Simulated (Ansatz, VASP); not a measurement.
## One calculation of As, two programs

```
As
1.0
     2.74376    0.00000    0.00000
     0.00000    2.74376    0.00000
     0.00000    0.00000    2.74376
As
1
Cartesian
  0.0000 0.0000 0.0000
```

Alike in both runs: task single point; functional r2SCAN; k mesh 13 × 13 × 13; occupations fermi-dirac, width 0.1 eV; no spin polarisation.

```csv
,VASP,Ansatz
version,VASP 6.6.1,Ansatz 0.2.0
potentials or method,"VASP PAW PBE potentials, release 64 (As), cutoff 520 eV","plane waves (500 eV) with PAW, scalar-relativistic"
valence electrons in the cell,5,15
```

```csv
,VASP,Ansatz,Ansatz less VASP
pressure (GPa),-3.3,-3.3,+0.04
```

VASP's potentials were made for PBE, not for r2SCAN. The functional is the same, so the differences come from potentials, cutoffs and numerics. VASP's potentials hold 5 valence electrons a cell and Ansatz's 15, so a difference there can come from the potentials and not from the codes.
